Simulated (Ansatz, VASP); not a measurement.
**SrO: VASP beside Ansatz**

File INCAR:

```
PREC = Accurate
ENCUT = 600
EDIFF = 1E-6
ISMEAR = 0
SIGMA = 0.1
LREAL = False
LASPH = True
NELM = 120
ALGO = Normal
ISIF = 2
LWAVE = False
LCHARG = True
GGA = PE
IVDW = 12
LELF = True
LVHAR = True
NBANDS = 15
GGA_COMPAT = False
```

KPOINTS

```
regular mesh
0
Gamma
  6 6 6
```

The input POSCAR:

```
SrO
1.0
    0.0000000000      2.5650000000      2.5650000000
    2.5650000000      0.0000000000      2.5650000000
    2.5650000000      2.5650000000      0.0000000000
Sr O
1 1
Direct
    0.0000000000      0.0000000000      0.0000000000
    0.5000000000      0.5000000000      0.5000000000
```

Input for Ansatz:

```yaml
crystal:
  lattice:
    - [0.0, 2.565, 2.565]
    - [2.565, 0.0, 2.565]
    - [2.565, 2.565, 0.0]
  atoms:
    - { symbol: Sr, position: [0.0, 0.0, 0.0] }
    - { symbol: O, position: [0.5, 0.5, 0.5] }
basis:
  ecutwfc: 420
kpoints:
  mp_grid: { grid: [6, 6, 6] }
hamiltonian:
  xc: pbe
  dispersion: d3bj
  pseudopotentials: { kind: paw, azcp: { folder: soft_1 } }
scf:
  occupations: { method: gaussian, width: 0.1 }
output:
  forces: true
  stress: true
  eigenvalues: true
```

Alike in both runs: task single point; functional PBE; dispersion D3(BJ); k mesh 6 × 6 × 6; occupations gaussian, width 0.1 eV; no spin polarisation.

|  | VASP | Ansatz |
| --- | --- | --- |
| version | VASP 6.6.1 | Ansatz 0.2.0 |
| potentials or method | VASP PAW PBE potentials, release 64 (Sr_sv, O), cutoff 600 eV | scalar-relativistic, plane waves, PAW |
| valence electrons in the cell | 16 | 16 |

|  | VASP | Ansatz | Ansatz less VASP |
| --- | --- | --- | --- |
| gap on the k mesh at the Fermi level (eV) | 3.26 | 3.31 | +0.049 |
| least direct gap on the mesh (eV) | 3.34 | 3.38 | +0.039 |
| pressure (GPa) | 1.5 | 1.0 | -0.50 |
